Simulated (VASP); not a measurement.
A run of VASP 6.6.1 is set up as follows.

Contents of INCAR:

```
  PREC = Accurate
  ENCUT = 520
  EDIFF = 1E-6
  ISMEAR = 0
  SIGMA = 0.15
  LREAL = False
  LASPH = True
  NELM = 100
  ALGO = Fast
  ISIF = 2
  LWAVE = False
  LCHARG = False
  GGA = PS
  NBANDS = 30
```

KPOINTS

```
Automatic mesh
0
Gamma
  14 14 14
```

File POSCAR:

```
Ni3Ge
1.0
    3.6306617028      0.0000000000      0.0000000000
    0.0000000000      3.6306617028      0.0000000000
    0.0000000000      0.0000000000      3.6306617028
Ni Ge
3 1
Direct
    0.5000000000      0.0000000000      0.5000000000
    0.0000000000      0.5000000000      0.5000000000
    0.5000000000      0.5000000000      0.0000000000
    0.0000000000      0.0000000000      0.0000000000
```

Potentials or basis: VASP PAW PBE potentials, release 64 (Ni, Ge_d).

Run with:

```console
$ cat potpaw_PBE.64/Ni/POTCAR potpaw_PBE.64/Ge_d/POTCAR > POTCAR
$ mpirun -np 1 vasp_std > vasp.out
```

Q: Predict the pressure.

A: -15.3 GPa.

Q: What does it give for the band gap on the k mesh?

A: Zero (bands 22 and 23 overlap by 0.20 eV).

Caveat: the cell differs from its parent crystal (strain +0.030 along x and y, +0.030 along z); the cell stands under tension; the PAW data sets were made with another functional, which shifts forces and pressure a little. Spin polarisation is off, so any magnetic state and its effect on volume and gap are missing.
